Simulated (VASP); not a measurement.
# FeRuS4 (P2_1/c) in VASP: single point with PBEsol

Aim: the single point of FeRuS4 with PBEsol.

Everything below comes from runs of VASP 6.6.1. Logs are shortened: lines on timing, memory, paths and dates and some standing lists are left out, and cuts for length are marked.

### Step 1. The cell of the first run

Symmetry: P2_1/c, No. 14, monoclinic system. Conventional cell: a = 5.456 Å, b = 5.463 Å, c = 5.461 Å, α = 90.00°, β = 90.16°, γ = 90.00°. Ru (site symmetry -1) has 6 S at 2.31 to 2.33 Å within 3.1 Å. Fe (site symmetry -1) has 6 S at 2.22 to 2.25 Å within 2.9 Å. Within 2.9 Å of S (site symmetry 1) lie 1 S at 2.21 Å and 2 Fe at 2.25 Å and 1 Ru at 2.33 Å. S (site symmetry 1) has 1 S at 2.18 Å and 1 Fe at 2.22 Å and 2 Ru at 2.31 Å within 2.9 Å.

### Step 2. Single point, PBEsol

Input file INCAR:

```
PREC = Accurate ; ENCUT = 520
EDIFF = 1E-6 ; ISMEAR = 0
SIGMA = 0.1 ; LREAL = False
LASPH = True ; NELM = 60
ALGO = Normal ; ISIF = 2
LWAVE = False ; LCHARG = True
GGA = PS ; LELF = True
LVHAR = True ; NBANDS = 58
```

Input file KPOINTS:

```
Automatic mesh
0
Gamma
  4 4 4
```

Input file POSCAR:

```
FeRuS4
1.0
    5.4606090645     -0.0077334426      0.0000000000
   -0.0077334426      5.4560184561      0.0000000000
    0.0000000000      0.0000000000      5.4634113330
Ru Fe S
2 2 8
Direct
    0.0000000000      0.0000000000      0.0000000000
    0.5000000000      0.0000000000      0.5000000000
    0.5000000000      0.5000000000      0.0000000000
    0.0000000000      0.5000000000      0.5000000000
    0.3791476173      0.3912776704      0.3789507852
    0.1208523827      0.6087223296      0.8789507852
    0.8893493407      0.1237128262      0.6107079228
    0.6106506593      0.8762871738      0.1107079228
    0.6208523827      0.6087223296      0.6210492148
    0.8791476173      0.3912776704      0.1210492148
    0.1106506593      0.8762871738      0.3892920772
    0.3893493407      0.1237128262      0.8892920772
```

Potentials or basis: VASP PAW PBE potentials, release 64 (Ru_pv, Fe, S).

The run is started by

```bash
cat potpaw_PBE.64/Ru_pv/POTCAR potpaw_PBE.64/Fe/POTCAR potpaw_PBE.64/S/POTCAR > POTCAR
mpirun -np 1 vasp_std > vasp.out
```

OUTCAR:

```text
PREC = Accurate
   ENCUT = 520
   EDIFF = 1E-6
   ISMEAR = 0
   LREAL = False
   LASPH = True
   NELM = 60
   ISIF = 2
   GGA = PS

 ion  position               nearest neighbor table
   1  0.000  0.000  0.000-   8 2.31  12 2.31  11 2.31   7 2.31   6 2.33  10 2.33
   2  0.500  0.000  0.500-   7 2.31  11 2.31   8 2.31  12 2.31   5 2.33   9 2.33
   3  0.500  0.500  0.000-   8 2.22  12 2.22   9 2.25   5 2.25  10 2.25   6 2.25
   4  0.000  0.500  0.500-   7 2.22  11 2.22  10 2.25   6 2.25   5 2.25   9 2.25
   5  0.379  0.391  0.379-   9 2.21   3 2.25   4 2.25   2 2.33
   6  0.121  0.609  0.879-  10 2.21   4 2.25   3 2.25   1 2.33
   7  0.889  0.124  0.611-  11 2.18   4 2.22   2 2.31   1 2.31
   8  0.611  0.876  0.111-  12 2.18   3 2.22   1 2.31   2 2.31
   9  0.621  0.609  0.621-   5 2.21   3 2.25   4 2.25   2 2.33
  10  0.879  0.391  0.121-   6 2.21   4 2.25   3 2.25   1 2.33
  11  0.111  0.876  0.389-   7 2.18   4 2.22   2 2.31   1 2.31
  12  0.389  0.124  0.889-   8 2.18   3 2.22   1 2.31   2 2.31

  Warning from LATTYP: Monoclinic adjustment (A1->A3, A2->A1, A3->A2)!
  LATTYP: Found a simple monoclinic cell.
 ALAT       =     5.4560239368
 B/A-ratio  =     1.0013539890
 C/A-ratio  =     1.0008413826
 COS(beta)  =    -0.0028336328

  Lattice vectors:

 A1 = (  -0.0077334426,   5.4560184561,   0.0000000000)
 A2 = (   0.0000000000,   0.0000000000,   5.4634113330)
 A3 = (   5.4606090645,  -0.0077334426,   0.0000000000)

Analysis of symmetry for initial positions (statically):
=====================================================================
 Subroutine PRICEL returns:
 Original cell was already a primitive cell.

 Routine SETGRP: Setting up the symmetry group for a
 simple monoclinic supercell.

 Subroutine GETGRP returns: Found  4 space group operations
 (whereof  2 operations were pure point group operations)
 out of a pool of  4 trial point group operations.

The static configuration has the point symmetry S_2 .
 The point group associated with its full space group is C_2h.

Analysis of symmetry for dynamics (positions and initial velocities):
=====================================================================
 Subroutine PRICEL returns:
 Original cell was already a primitive cell.

 Routine SETGRP: Setting up the symmetry group for a
 simple monoclinic supercell.

 Subroutine GETGRP returns: Found  4 space group operations
 (whereof  2 operations were pure point group operations)
 out of a pool of  4 trial point group operations.

The dynamic configuration has the point symmetry S_2 .
 The point group associated with its full space group is C_2h.

 Subroutine INISYM returns: Found  4 space group operations
 (whereof  2 operations are pure point group operations),
 and found     1 'primitive' translations

----------------------------------------------------------------------------------------

                                     Primitive cell

  volume of cell :     162.7721

  direct lattice vectors                    reciprocal lattice vectors
     5.460609064 -0.007733443  0.000000000     0.183130123  0.000259571  0.000000000
    -0.007733443  5.456018456  0.000000000     0.000259571  0.183284205  0.000000000
     0.000000000  0.000000000  5.463411333     0.000000000  0.000000000  0.183035825

  length of vectors
     5.460614541  5.456023937  5.463411333     0.183130307  0.183284389  0.183035825

  position of ions in fractional coordinates (direct lattice)
     0.000000000  0.000000000  0.000000000
     0.500000000  0.000000000  0.500000000
     0.500000000  0.500000000  0.000000000
     0.000000000  0.500000000  0.500000000
     0.379147617  0.391277670  0.378950785
     0.120852383  0.608722330  0.878950785
     0.889349341  0.123712826  0.610707923
     0.610650659  0.876287174  0.110707923
     0.620852383  0.608722330  0.621049215
     0.879147617  0.391277670  0.121049215
     0.110650659  0.876287174  0.389292077
     0.389349341  0.123712826  0.889292077

  ion indices of the primitive-cell ions
   primitive index   ion index
                 1           1
                 2           2
                 3           3
                 4           4
                 5           5
                 6           6
                 7           7
                 8           8
                 9           9
                10          10
                11          11
                12          12

----------------------------------------------------------------------------------------

 KPOINTS: Automatic mesh

Automatic generation of k-mesh.
 Grid dimensions read from file:
 generate k-points for:    4    4    4

 Generating k-lattice:

  Cartesian coordinates                     Fractional coordinates (reciprocal lattice)
     0.045782531  0.000064893  0.000000000     0.250000000  0.000000000  0.000000000
     0.000064893  0.045821051  0.000000000     0.000000000  0.250000000  0.000000000
     0.000000000  0.000000000  0.045758956     0.000000000  0.000000000  0.250000000

  Length of vectors
     0.045782577  0.045821097  0.045758956

  Shift w.r.t. Gamma in fractional coordinates (k-lattice)
     0.000000000  0.000000000  0.000000000

 Subroutine IBZKPT returns following result:
 ===========================================

 Found     30 irreducible k-points:

 Following reciprocal coordinates:
            Coordinates               Weight
  0.000000  0.000000  0.000000      1.000000
  0.250000  0.000000  0.000000      2.000000
  0.500000  0.000000  0.000000      1.000000
  0.000000  0.250000  0.000000      2.000000
  0.250000  0.250000  0.000000      2.000000
  0.500000  0.250000  0.000000      2.000000
[... 16 lines left out ...]
  0.500000  0.000000  0.500000      1.000000
  0.000000  0.250000  0.500000      2.000000
 [... further k-points ...]
   k-points           NKPTS =     30   k-points in BZ     NKDIM =     30   number of bands    NBANDS=     58
   number of dos      NEDOS =    301   number of ions     NIONS =     12
   total plane-waves  NPLWV =  74088
   dimension x,y,z NGX =    42 NGY =   42 NGZ =   42
   dimension x,y,z NGXF=    84 NGYF=   84 NGZF=   84
   ions per type =               2   2   8
   NGX,Y,Z   is equivalent  to a cutoff of  12.79, 12.80, 12.78 a.u.
   NGXF,Y,Z  is equivalent  to a cutoff of  25.57, 25.59, 25.56 a.u.
 SYSTEM =  unknown system
   PREC   = accura    normal or accurate (medium, high low for compatibility)
   ISTART =      0    job   : 0-new  1-cont  2-samecut
   ICHARG =      2    charge: 1-file 2-atom 10-const
   ISPIN  =      1    spin polarized calculation?
   LNONCOLLINEAR =      F non collinear calculations
   LSORBIT =      F    spin-orbit coupling
   LASPH  =      T    aspherical Exc in radial PAW
   ENCUT  =  520.0 eV  38.22 Ry    6.18 a.u.  10.15 10.14 10.16*2*pi/ulx,y,z
   NELM   =     60;   NELMIN=  2; NELMDL= -5     # of ELM steps
   EDIFF  = 0.1E-05   stopping-criterion for ELM
   LREAL  =      F    real-space projection
   EDIFFG = 0.1E-04   stopping-criterion for IOM
   NSW    =      0    number of steps for IOM
   IBRION =     -1    ionic relax: 0-MD 1-quasi-New 2-CG
   NFREE  =      0    steps in history (QN), initial steepest desc. (CG)
   ISIF   =      2    stress and relaxation
   ISYM   =      2    0-nonsym 1-usesym 2-fastsym
   POTIM  = 0.5000    time-step for ionic-motion
   TEBEG  =    0.0;   TEEND  =   0.0 temperature during run
   PSTRESS=    0.0 pullay stress
   NELECT =      92.0000    total number of electrons
   NUPDOWN=      -1.0000    fix difference up-down
   EMIN   =  10.00;   EMAX   =-10.00  energy-range for DOS
   EFERMI =   0.00;   METHOD = LEGACY
   ISMEAR =     0;   SIGMA  =   0.10  broadening in eV -4-tet -1-fermi 0-gaus
   EFERMI_NEDOS =   21; number of points for ismear=-14 and -15
   IALGO  =     38    algorithm
   IMIX   =      4    mixing-type and parameters
     AMIX     =   0.40;   BMIX     =  1.00
     AMIX_MAG =   1.60;   BMIX_MAG =  1.00
  volume/ion in A,a.u.               =      13.56        91.54
  Fermi-wavevector in a.u.,A,eV,Ry     =   1.353560  2.557857 24.927563  1.832124
  Thomas-Fermi vector in A             =   2.480805
   LORBIT       =      0    0 simple, 1 ext, 2 COOP (PROOUT), +10 PAW based schemes
   GGA     = PS    functional components
   LHFCALC =     F    Hartree Fock is set to
   AEXX    =    0.0000 exact exchange contribution
   IVDW    =     0    specifies the selected vdW correction
   LEPSILON=     F    determine dielectric tensor
   LRPA    =     F    only Hartree local field effects (RPA)
 non-spin polarized calculation
 Gauss-broadening in eV      SIGMA  =   0.10
  energy-cutoff  :      520.00
  volume of cell :      162.77
 maximum number of plane-waves:      4412
 NGX is ok and might be reduce to    42
   NGX = 21   NGY = 21   NGZ = 21

 number of electron      91.9999984 magnetization

 Free energy of the ion-electron system (eV)
  ---------------------------------------------------
  ext. energy  EPLUGINS =         0.00000000
  ---------------------------------------------------
  free energy    TOTEN  =       -81.38815416 eV

  energy without entropy =      -81.38759574  energy(sigma->0) =      -81.38787495

 E-fermi :   9.0370     XC(G=0): -12.2478

 val. band max:        8.8817270368   @ k =   0.5000   0.0000   0.5000
 cond. band min:       9.1518826814   @ k =   0.0000   0.0000   0.0000
 fundamental gap:      0.2701556446
 Fermi energy:         9.0370491558

 k-point     1 :       0.0000    0.0000    0.0000
  band No.  band energies     occupation
      1     -33.2666      2.00000
      2     -33.2595      2.00000
      3     -33.2439      2.00000
      4     -33.2409      2.00000
      5     -33.0289      2.00000
      6     -33.0274      2.00000
[... 50 lines left out ...]
     57      13.4266      0.00000
     58      13.6840      0.00000

 k-point     2 :       0.2500    0.0000    0.0000
  band No.  band energies     occupation
      1     -33.2652      2.00000
      2     -33.2601      2.00000
      3     -33.2439      2.00000
      4     -33.2416      2.00000
      5     -33.0288      2.00000
      6     -33.0277      2.00000
[... 1337 lines left out ...]
      2     -33.2625      2.00000
      3     -33.2430      2.00000
      4     -33.2430      2.00000
      5     -33.0284      2.00000
      6     -33.0284      2.00000
[... 50 lines left out ...]
     57      12.9091      0.00000
     58      12.9091      0.00000

 [... further k-points ...]
[... 5 lines left out ...]
  --------------------------------------------------------------------------------------
  -------------------------------------------------------------------------------------
  Total        0.2871345      0.3386762      0.0848934      0.1318532      0.0000000      0.0000000
  in kB        2.8262858      3.3336145      0.8356121      1.2978406      0.0000000      0.0000000
  external PRESSURE =       2.3318375 kB  Pullay stress =       0.0000000 kB

 VOLUME and BASIS-vectors are now :
 -----------------------------------------------------------------------------
  energy-cutoff  :      520.00
  volume of cell :      162.77
      direct lattice vectors                 reciprocal lattice vectors
     5.460609064 -0.007733443  0.000000000     0.183130123  0.000259571  0.000000000
    -0.007733443  5.456018456  0.000000000     0.000259571  0.183284205  0.000000000
     0.000000000  0.000000000  5.463411333     0.000000000  0.000000000  0.183035825

 POSITION                                       TOTAL-FORCE (eV/Angst)
 -----------------------------------------------------------------------------------
      0.00000      0.00000      0.00000         0.000000      0.000000     -0.000000
      2.73030     -0.00387      2.73171         0.000000      0.000000     -0.000000
      2.72644      2.72414      0.00000         0.000000      0.000000     -0.000000
     -0.00387      2.72801      2.73171         0.000000      0.000000     -0.000000
      2.06735      2.13189      2.07036         0.008838     -0.036802      0.022466
      0.65522      3.32027      4.80207        -0.008838      0.036802      0.022466
      4.85543      0.66810      3.33655         0.027735     -0.070559     -0.030467
      3.32775      4.77632      0.60484        -0.027735      0.070559     -0.030467
      3.38552      3.31640      3.39305        -0.008838      0.036802     -0.022466
      4.79766      2.12802      0.66134         0.008838     -0.036802     -0.022466
      0.59744      4.78018      2.12686        -0.027735      0.070559      0.030467
      2.12513      0.67197      4.85857         0.027735     -0.070559      0.030467
 -----------------------------------------------------------------------------------
    total drift:                                0.000000     -0.000000     -0.000000

  FREE ENERGIE OF THE ION-ELECTRON SYSTEM (eV)
  ---------------------------------------------------
  free  energy   TOTEN  =       -81.3881541614 eV

  energy  without entropy=      -81.3875957394  energy(sigma->0) =      -81.38787495
```

Wall time 4.9 min (1 thread of Intel Xeon Platinum 8375C at 2.90GHz (Ice Lake), shared host); peak memory 0.4 GiB.

Results:

```
Free energy            : -81.3882 eV
Pressure               : 0.2 GPa
Largest force          : 0.082 eV/Å
Band gap on the k mesh : 0.27 eV (least direct gap 0.49 eV)
```

Forces in eV/Å, atoms in the order of the input:
```
Ru   0.000  0.000  0.000
Ru   0.000  0.000  0.000
Fe   0.000  0.000  0.000
Fe   0.000  0.000  0.000
S    0.009 -0.037  0.022
S   -0.009  0.037  0.022
S    0.028 -0.071 -0.030
S   -0.028  0.071 -0.030
S   -0.009  0.037 -0.022
S    0.009 -0.037 -0.022
S   -0.028  0.071  0.030
S    0.028 -0.071  0.030
```

Stress tensor (GPa, compression positive):
```
0.28 0.13 0.00
0.13 0.33 0.00
0.00 0.00 0.08
```

Levels at points of the mesh, in eV from the valence-band top:
```csv
k point,band 43,band 44,band 45,band 46,band 47,band 48,band 49,band 50
"(0.00, 0.00, 0.00)",-0.51,-0.49,-0.45,-0.22,0.27,1.57,1.95,2.21
"(0.50, 0.00, 0.00)",-0.40,-0.40,-0.06,-0.06,1.62,1.62,1.89,1.89
"(0.00, 0.50, 0.00)",-0.37,-0.29,-0.17,-0.01,1.47,1.59,1.97,2.02
"(0.50, 0.50, 0.00)",-0.40,-0.40,-0.11,-0.11,1.80,1.80,1.89,1.89
"(0.00, 0.00, 0.50)",-0.33,-0.33,-0.08,-0.08,1.61,1.61,1.88,1.88
"(0.50, 0.00, 0.50)",-0.41,-0.41,0.00,0.00,1.69,1.69,1.80,1.80
"(0.00, 0.50, 0.50)",-0.31,-0.31,-0.16,-0.16,1.71,1.71,1.84,1.84
"(0.50, 0.50, 0.50)",-0.84,-0.84,-0.48,-0.48,1.41,1.41,1.88,1.88
```

Caveat: the PAW data sets were made with another functional, which shifts forces and pressure a little. Spin polarisation is off, so any magnetic state and its effect on volume and gap are missing.
